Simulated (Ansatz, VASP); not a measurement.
**MgO in VASP and in Ansatz**

INCAR

```
SYSTEM = MgO
PREC = Accurate
ENCUT = 520
EDIFF = 1E-7
ISMEAR = 0
SIGMA = 0.05
LREAL = .FALSE.
LASPH = .TRUE.
NELM = 60
ALGO = Normal
ISIF = 2
LWAVE = .FALSE.
LCHARG = .TRUE.
GGA = PS
LELF = .TRUE.
LVHAR = .TRUE.
NBANDS = 16
```

The input KPOINTS:

```
Automatic mesh
0
G
  9 9 6
  0 0 0
```

The input POSCAR:

```
MgO
1.0
    3.5530000000      0.0000000000      0.0000000000
   -1.7765000000      3.0769882596      0.0000000000
    0.0000000000      0.0000000000      4.3345000000
Mg O
2 2
Direct
    0.6666666667      0.3333333333      0.7500000000
    0.3333333333      0.6666666667      0.2500000000
    0.6666666667      0.3333333333      0.2500000000
    0.3333333333      0.6666666667      0.7500000000
```

Input for Ansatz:

```yaml
crystal:
  lattice:
    - [3.553, 0.0, 0.0]
    - [-1.7765, 3.0769882596, 0.0]
    - [0.0, 0.0, 4.3345]
  atoms:
    - { symbol: Mg, position: [0.6666666667, 0.3333333333, 0.75] }
    - { symbol: Mg, position: [0.3333333333, 0.6666666667, 0.25] }
    - { symbol: O, position: [0.6666666667, 0.3333333333, 0.25] }
    - { symbol: O, position: [0.3333333333, 0.6666666667, 0.75] }
basis:
  ecutwfc: 520.0
kpoints:
  mp_grid: { grid: [9, 9, 6] }
hamiltonian:
  xc: pbesol
  pseudopotentials: { kind: paw, azcp: { folder: soft_1 } }
scf:
  occupations: { method: gaussian, width: 0.05 }
output:
  forces: true
  stress: true
  eigenvalues: true
  write_density: true
  write_potential: true
  elf: true
  volumetric_format: npy
```

Alike in both runs: task single point; functional PBEsol; k mesh 9 × 9 × 6; occupations gaussian, width 0.05 eV; no spin polarisation.

```csv
,VASP,Ansatz
version,VASP 6.6.1,Ansatz 0.2.0
potentials or method,"VASP PAW PBE potentials, release 64 (Mg, O), cutoff 520 eV","scalar-relativistic, plane waves, PAW"
valence electrons in the cell,16,32
```

```tsv
	VASP	Ansatz	Ansatz less VASP
gap on the k mesh at the Fermi level (eV)	2.92	2.93	+0.010
least direct gap on the mesh (eV)	2.92	2.93	+0.010
pressure (GPa)	-8.0	-7.5	+0.48
traceless stress, the component that is largest in VASP (GPa)	-1.58	-1.53	+0.057
```

VASP's potentials were made for PBE, not for PBEsol, and Ansatz warns of the same on its side. VASP's potentials hold 16 valence electrons a cell and Ansatz's 32, so a difference there can come from the potentials and not from the codes.
